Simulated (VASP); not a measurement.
# Pt (P6_3/mmc) in VASP: further runs

Runs on Pt. Level: r2SCAN. Tasks: relaxation of cell and atoms, single point.

All numbers are computed with VASP 6.6.1; they aren't measurements. Logs are shortened: lines on timing, memory, paths and dates and some standing lists are left out, and cuts for length are marked.

### Step 1. The cell of the first run

It takes space group P6_3/mmc (No. 194, hexagonal). Conventional cell: a = 2.753 Å, b = 2.753 Å, c = 9.331 Å, α = 90.00°, β = 90.00°, γ = 120.00°. Pt (site symmetry -3m) has 12 Pt at 2.75 to 2.82 Å within 3.6 Å. Pt (site symmetry -6m2) has 12 Pt at 2.75 to 2.82 Å within 3.6 Å.

### Step 2. Relaxation of cell and atoms, r2SCAN

POSCAR

```
Pt
1.0
    2.7526028818      0.0000000000      0.0000000000
   -1.3763014409      2.3838240222      0.0000000000
    0.0000000000      0.0000000000      9.3305721025
Pt
4
Direct
    0.0000000000      0.0000000000      0.0000000000
    0.0000000000      0.0000000000      0.5000000000
    0.3333333333      0.6666666667      0.7500000000
    0.6666666667      0.3333333333      0.2500000000
```

INCAR.step1

```
PREC = Accurate
ENCUT = 600
ISMEAR = 0
SIGMA = 0.1
LREAL = False
LASPH = True
NELM = 60
GGA = PE
ALGO = Normal
EDIFF = 1E-4
LWAVE = True
LCHARG = False
```

INCAR.step2

```
PREC = Accurate
ENCUT = 600
EDIFF = 1E-6
ISMEAR = 0
SIGMA = 0.1
LREAL = False
LASPH = True
NELM = 60
ALGO = Normal
ISIF = 3
LWAVE = False
LCHARG = False
METAGGA = R2SCAN
LMIXTAU = True
IBRION = 2
NSW = 90
EDIFFG = -0.04
ISTART = 1
```

KPOINTS

```
Automatic mesh
0
Gamma
  9 9 2
```

Potentials or basis: VASP PAW PBE potentials, release 64 (Pt).

On the command line:

```
cat potpaw_PBE.64/Pt/POTCAR > POTCAR
cp INCAR.step1 INCAR
mpirun -np 1 vasp_std > vasp.out
cp INCAR.step2 INCAR
mpirun -np 1 vasp_std > vasp.out
```

OUTCAR:

```text
PREC = Accurate
   ENCUT = 600
   EDIFF = 1E-6
   ISMEAR = 0
   LREAL = False
   LASPH = True
   NELM = 60
   ISIF = 3
   METAGGA = R2SCAN
   IBRION = 2
   NSW = 90
   EDIFFG = -0.04
   ISTART = 1

 ion  position               nearest neighbor table
   1  0.000  0.000  0.000-   3 2.82   4 2.82   4 2.82   3 2.82   4 2.82   3 2.82
   2  0.000  0.000  0.500-   3 2.82   4 2.82   4 2.82   3 2.82   4 2.82   3 2.82
   3  0.333  0.667  0.750-   1 2.82   2 2.82   1 2.82   2 2.82   1 2.82   2 2.82
   4  0.667  0.333  0.250-   1 2.82   2 2.82   1 2.82   2 2.82   1 2.82   2 2.82

  LATTYP: Found a hexagonal cell.
 ALAT       =     2.7526028818
 C/A-ratio  =     3.3897269251

  Lattice vectors:

 A1 = (   2.7526028818,   0.0000000000,   0.0000000000)
 A2 = (  -1.3763014409,   2.3838240222,   0.0000000000)
 A3 = (   0.0000000000,   0.0000000000,   9.3305721025)

Analysis of symmetry for initial positions (statically):
=====================================================================
 Subroutine PRICEL returns:
 Original cell was already a primitive cell.

 Routine SETGRP: Setting up the symmetry group for a
 hexagonal supercell.

 Subroutine GETGRP returns: Found 24 space group operations
 (whereof 12 operations were pure point group operations)
 out of a pool of 24 trial point group operations.

The static configuration has the point symmetry D_3d.
 The point group associated with its full space group is D_6h.

Analysis of symmetry for dynamics (positions and initial velocities):
=====================================================================
 Subroutine PRICEL returns:
 Original cell was already a primitive cell.

 Routine SETGRP: Setting up the symmetry group for a
 hexagonal supercell.

 Subroutine GETGRP returns: Found 24 space group operations
 (whereof 12 operations were pure point group operations)
 out of a pool of 24 trial point group operations.

The dynamic configuration has the point symmetry D_3d.
 The point group associated with its full space group is D_6h.

 Subroutine INISYM returns: Found 24 space group operations
 (whereof 12 operations are pure point group operations),
 and found     1 'primitive' translations

----------------------------------------------------------------------------------------

                                     Primitive cell

  volume of cell :      61.2246

  direct lattice vectors                    reciprocal lattice vectors
     2.752602882  0.000000000  0.000000000     0.363292506  0.209747026  0.000000000
    -1.376301441  2.383824022  0.000000000     0.000000000  0.419494053  0.000000000
     0.000000000  0.000000000  9.330572102     0.000000000  0.000000000  0.107174564

  length of vectors
     2.752602882  2.752602882  9.330572102     0.419494053  0.419494053  0.107174564

  position of ions in fractional coordinates (direct lattice)
     0.000000000  0.000000000  0.000000000
     0.000000000  0.000000000  0.500000000
     0.333333333  0.666666667  0.750000000
     0.666666667  0.333333333  0.250000000

  ion indices of the primitive-cell ions
   primitive index   ion index
                 1           1
                 2           2
                 3           3
                 4           4

----------------------------------------------------------------------------------------

 KPOINTS: Automatic mesh

Automatic generation of k-mesh.
 Grid dimensions read from file:
 generate k-points for:    9    9    2

 Generating k-lattice:

  Cartesian coordinates                     Fractional coordinates (reciprocal lattice)
     0.040365834  0.023305225  0.000000000     0.111111111  0.000000000  0.000000000
     0.000000000  0.046610450  0.000000000     0.000000000  0.111111111  0.000000000
     0.000000000  0.000000000  0.053587282     0.000000000  0.000000000  0.500000000

  Length of vectors
     0.046610450  0.046610450  0.053587282

  Shift w.r.t. Gamma in fractional coordinates (k-lattice)
     0.000000000  0.000000000  0.000000000

 Subroutine IBZKPT returns following result:
 ===========================================

 Found     24 irreducible k-points:

 Following reciprocal coordinates:
            Coordinates               Weight
  0.000000  0.000000  0.000000      1.000000
  0.111111 -0.000000  0.000000      6.000000
  0.222222 -0.000000  0.000000      6.000000
  0.333333 -0.000000  0.000000      6.000000
  0.444444 -0.000000  0.000000      6.000000
  0.111111  0.111111  0.000000      6.000000
[... 16 lines left out ...]
  0.333333  0.222222  0.500000     12.000000
  0.333333  0.333333  0.500000      2.000000
   k-points           NKPTS =     24   k-points in BZ     NKDIM =     24   number of bands    NBANDS=     24
   number of dos      NEDOS =    301   number of ions     NIONS =      4
   total plane-waves  NPLWV =  46080
   dimension x,y,z NGX =    24 NGY =   24 NGZ =   80
   dimension x,y,z NGXF=    48 NGYF=   48 NGZF=  160
   ions per type =               4
   NGX,Y,Z   is equivalent  to a cutoff of  14.50, 14.50, 14.25 a.u.
   NGXF,Y,Z  is equivalent  to a cutoff of  28.99, 28.99, 28.51 a.u.
 SYSTEM =  unknown system
   PREC   = accura    normal or accurate (medium, high low for compatibility)
   ISTART =      1    job   : 0-new  1-cont  2-samecut
   ICHARG =      0    charge: 1-file 2-atom 10-const
   ISPIN  =      1    spin polarized calculation?
   LNONCOLLINEAR =      F non collinear calculations
   LSORBIT =      F    spin-orbit coupling
   LASPH  =      T    aspherical Exc in radial PAW
   ENCUT  =  600.0 eV  44.10 Ry    6.64 a.u.   5.50  5.50 18.64*2*pi/ulx,y,z
   NELM   =     60;   NELMIN=  2; NELMDL=  0     # of ELM steps
   EDIFF  = 0.1E-05   stopping-criterion for ELM
   LREAL  =      F    real-space projection
   EDIFFG = -.4E-01   stopping-criterion for IOM
   NSW    =     90    number of steps for IOM
   IBRION =      2    ionic relax: 0-MD 1-quasi-New 2-CG
   NFREE  =      1    steps in history (QN), initial steepest desc. (CG)
   ISIF   =      3    stress and relaxation
   ISYM   =      2    0-nonsym 1-usesym 2-fastsym
   POTIM  = 0.5000    time-step for ionic-motion
   TEBEG  =    0.0;   TEEND  =   0.0 temperature during run
   PSTRESS=    0.0 pullay stress
   NELECT =      40.0000    total number of electrons
   NUPDOWN=      -1.0000    fix difference up-down
   EMIN   =  10.00;   EMAX   =-10.00  energy-range for DOS
   EFERMI =   0.00;   METHOD = LEGACY
   ISMEAR =     0;   SIGMA  =   0.10  broadening in eV -4-tet -1-fermi 0-gaus
   EFERMI_NEDOS =   21; number of points for ismear=-14 and -15
   IALGO  =     38    algorithm
   IMIX   =      4    mixing-type and parameters
     AMIX     =   0.40;   BMIX     =  1.00
     AMIX_MAG =   1.60;   BMIX_MAG =  1.00
  volume/ion in A,a.u.               =      15.31       103.29
  Fermi-wavevector in a.u.,A,eV,Ry     =   1.420538  2.684427 27.455576  2.017928
  Thomas-Fermi vector in A             =   2.541443
   LORBIT       =      0    0 simple, 1 ext, 2 COOP (PROOUT), +10 PAW based schemes
   METAGGA = R2SCAN    functional components
   LHFCALC =     F    Hartree Fock is set to
   AEXX    =    0.0000 exact exchange contribution
   IVDW    =     0    specifies the selected vdW correction
   LEPSILON=     F    determine dielectric tensor
   LRPA    =     F    only Hartree local field effects (RPA)
 conjugate gradient relaxation of ions
 non-spin polarized calculation
 Gauss-broadening in eV      SIGMA  =   0.10
  energy-cutoff  :      600.00
  volume of cell :       61.22
 maximum number of plane-waves:      2101
 NGX is ok and might be reduce to    24
   NGX = 11   NGY = 11   NGZ = 37

--------------------------------------- Ionic step        1  -------------------------------------------

 number of electron      40.0000000 magnetization

 Free energy of the ion-electron system (eV)
  ---------------------------------------------------
  ext. energy  EPLUGINS =         0.00000000
  ---------------------------------------------------
  free energy    TOTEN  =      -205.89791380 eV

  energy without entropy =     -205.85543123  energy(sigma->0) =     -205.87667251

------------------------ aborting loop because EDIFF is reached ----------------------------------------

  FORCE on cell =-STRESS in cart. coord.  units (eV):
  Direction    XX          YY          ZZ          XY          YZ          ZX
  --------------------------------------------------------------------------------------
  -------------------------------------------------------------------------------------
  Total        0.6571162      0.6571162      0.3317056      0.0000000      0.0000000      0.0000000
  in kB       17.1959719     17.1959719      8.6803529      0.0000000      0.0000000      0.0000000
  external PRESSURE =      14.3574322 kB  Pullay stress =       0.0000000 kB

 VOLUME and BASIS-vectors are now :
 -----------------------------------------------------------------------------
  energy-cutoff  :      600.00
  volume of cell :       61.22
      direct lattice vectors                 reciprocal lattice vectors
     2.752602882  0.000000000  0.000000000     0.363292506  0.209747026  0.000000000
    -1.376301441  2.383824022  0.000000000     0.000000000  0.419494053  0.000000000
     0.000000000  0.000000000  9.330572102     0.000000000  0.000000000  0.107174564
[... 115 lines left out ...]
 POSITION                                       TOTAL-FORCE (eV/Angst)
 -----------------------------------------------------------------------------------
      0.00000      0.00000      9.34102         0.000000     -0.000000      0.000000
      2.75871      0.00000      4.67051         0.000000      0.000000      0.000000
     -0.00000      1.59274      7.00576        -0.000000      0.000000     -0.000000
      1.37935      0.79637      2.33525         0.000000     -0.000000     -0.000000
 -----------------------------------------------------------------------------------
    total drift:                                0.000000      0.000000     -0.000000

  FREE ENERGIE OF THE ION-ELECTRON SYSTEM (eV)
  ---------------------------------------------------
  free  energy   TOTEN  =      -205.8994857260 eV

  energy  without entropy=     -205.8566421425  energy(sigma->0) =     -205.87806393

--------------------------------------- Ionic step        5  -------------------------------------------

 number of electron      40.0000000 magnetization

 Free energy of the ion-electron system (eV)
  ---------------------------------------------------
  ext. energy  EPLUGINS =         0.00000000
  ---------------------------------------------------
  free energy    TOTEN  =      -205.89985750 eV

  energy without entropy =     -205.85687759  energy(sigma->0) =     -205.87836754

 E-fermi :  10.6855     XC(G=0): -14.4879

 val. band max:       10.6816608801   @ k =   0.1111   0.1111   0.0000
 cond. band min:      10.6871472412   @ k =   0.3333  -0.0000   0.0000
 fundamental gap:      0.0054863611
 Fermi energy:        10.6854622796

 k-point     1 :       0.0000    0.0000    0.0000
  band No.  band energies     occupation
      1       0.3711      2.00000
      2       2.3071      2.00000
      3       2.3118      2.00000
      4       3.1666      2.00000
      5       6.4293      2.00000
      6       6.4850      2.00000
[... 16 lines left out ...]
     23      10.4712      1.99756
     24      10.4712      1.99756
[... 641 lines left out ...]
 POSITION                                       TOTAL-FORCE (eV/Angst)
 -----------------------------------------------------------------------------------
     -1.38048      2.39107      0.00000        -0.000000      0.000000     -0.000000
      0.00000      0.00000      4.66172        -0.000000     -0.000000     -0.000000
     -0.00000      1.59405      6.99258        -0.000000     -0.000000      0.000000
      1.38048      0.79702      2.33086         0.000000      0.000000      0.000000
 -----------------------------------------------------------------------------------
    total drift:                                0.000000      0.000000     -0.000000

  FREE ENERGIE OF THE ION-ELECTRON SYSTEM (eV)
  ---------------------------------------------------
  free  energy   TOTEN  =      -205.8998575015 eV

  energy  without entropy=     -205.8568775875  energy(sigma->0) =     -205.87836754

 reached required accuracy - stopping structural energy minimisation
```

Run time: 4.3 min. Hardware: 1 thread of Intel Xeon 6975P-C (Granite Rapids), shared host; peak memory 0.23 GiB.

What came out:

```yaml
Free_energy: -205.8999 eV
Relaxed_volume: 15.39 Å³/atom
Relaxed_cell: a = 2.761 Å, b = 2.761 Å, c = 9.323 Å, α = 90.00°, β = 90.00°, γ = 120.00°
Space_group_after_relaxing_to_0.05_Å: P6_3/mmc (No. 194)
Energy_gained_by_relaxing: 0.5 meV/atom
Ionic_steps: 5
Pressure_after_relaxing: -0.1 GPa
```

The path:
```csv
step,energy change (eV),largest force (eV/Å),pressure (GPa),volume (Å³)
1,0.0000,0.0000,1.44,61.22
2,0.0092,0.0000,-3.83,62.45
3,-0.0016,0.0000,-0.06,61.56
4,-0.0016,0.0000,-0.09,61.57
5,-0.0019,0.0000,-0.07,61.55
```

Final structure:
```
CELL_PARAMETERS angstrom
2.76097 0.00000 0.00000
-1.38048 2.39107 0.00000
0.00000 0.00000 9.32344
ATOMIC_POSITIONS crystal
Pt 0.00000 0.00000 0.00000
Pt 0.00000 0.00000 0.50000
Pt 0.33333 0.66667 0.75000
Pt 0.66667 0.33333 0.25000
```

Levels at points of the mesh, in eV from the Fermi level:
```
           k point  band 18  band 19  band 20  band 21  band 22  band 23
(0.00, 0.00, 0.00)    -1.41    -1.41    -1.00    -1.00    -0.54    -0.21
(0.00, 0.00, 0.50)    -1.76    -1.76    -1.76    -0.54    -0.54    -0.54
```

Caveat: the bands computed are all filled at some k points, so no gap is given; the PAW data sets were made with another functional, which shifts forces and pressure a little; spin-orbit coupling is left out, which moves the levels of the heavy elements.

### Step 3. Single point, r2SCAN

This run uses another cell than the first one, of 16.09 Å³/atom, 1.051 times its volume.

POSCAR

```
Pt
1.0
    3.5578603427      0.0000000000      0.0000000000
   -1.7789301714      3.0811974399      0.0000000000
    0.0000000000      0.0000000000      5.8704695655
Pt
4
Direct
    0.3333333333      0.6666666667      0.4375000000
    0.6666666667      0.3333333333      0.9375000000
    0.6666666667      0.3333333333      0.5625000000
    0.3333333333      0.6666666667      0.0625000000
```

INCAR.step1

```
PREC     = Accurate       # precision mode
ENCUT    = 550            # plane-wave cutoff, eV
ISMEAR   = 0              # smearing method
SIGMA    = 0.1            # smearing width, eV
LREAL    = F              # projectors in reciprocal space
LASPH    = T              # aspherical terms in the spheres
NELM     = 120            # most SCF steps
NBANDS   = 44             # bands
GGA      = PE             # functional
ALGO     = Normal         # electronic algorithm
EDIFF    = 1E-5           # SCF threshold, eV
LWAVE    = T              # write WAVECAR
LCHARG   = F              # write CHGCAR
GGA_COMPAT= F
```

INCAR.step2

```
PREC     = Accurate       # precision mode
ENCUT    = 550            # plane-wave cutoff, eV
EDIFF    = 1E-6           # SCF threshold, eV
ISMEAR   = 0              # smearing method
SIGMA    = 0.1            # smearing width, eV
LREAL    = F              # projectors in reciprocal space
LASPH    = T              # aspherical terms in the spheres
NELM     = 120            # most SCF steps
ALGO     = Normal         # electronic algorithm
ISIF     = 2              # what is computed and relaxed
LWAVE    = F              # write WAVECAR
LCHARG   = F              # write CHGCAR
METAGGA  = R2SCAN         # meta-GGA
LMIXTAU  = T            
NBANDS   = 44             # bands
ISTART   = 1            
GGA_COMPAT= F
```

KPOINTS

```
Automatic mesh
0
Gamma
  6 6 4
```

Potentials or basis: VASP PAW PBE potentials, release 64 (Pt_sv_GW).

On the command line:

```
cat potpaw_PBE.64/Pt_sv_GW/POTCAR > POTCAR
cp INCAR.step1 INCAR
mpirun -np 1 vasp_std > vasp.out
cp INCAR.step2 INCAR
mpirun -np 1 vasp_std > vasp.out
```

It took 1.9 min on 1 thread of Intel Xeon 6975P-C (Granite Rapids), shared host; peak memory 0.22 GiB.

The run converged. Its results:

| Quantity | Value |
| --- | --- |
| Free energy | -193.2725 eV |
| Pressure | 126.5 GPa |
| Largest force | 0.924 eV/Å |
| Band gap on the k mesh | zero (band 36 reaches 11.06 eV, above the bottom of band 37 at 10.36 eV) |

Forces in eV/Å, atoms in the order of the input:
```
Pt   0.000  0.000 -0.924
Pt   0.000  0.000 -0.924
Pt   0.000  0.000  0.924
Pt   0.000  0.000  0.924
```

Stress tensor (GPa, compression positive):
```
130.16   0.00   0.00
  0.00 130.16   0.00
  0.00   0.00 119.31
```

Levels at points of the mesh, in eV from the Fermi level:
```
           k point  band 34  band 35  band 36  band 37  band 38  band 39
(0.00, 0.00, 0.00)    -2.58    -0.40    -0.40     0.37     0.37     1.64
(0.50, 0.00, 0.00)    -1.23     0.03     0.12     0.40     0.77     2.32
(0.00, 0.00, 0.50)    -2.86    -0.08    -0.08    -0.08    -0.08     6.68
(0.50, 0.00, 0.50)    -0.95    -0.48    -0.48    -0.12    -0.12     1.66
```

Caveat: the PAW data sets were made with another functional, which shifts forces and pressure a little; spin-orbit coupling is left out, which moves the levels of the heavy elements.
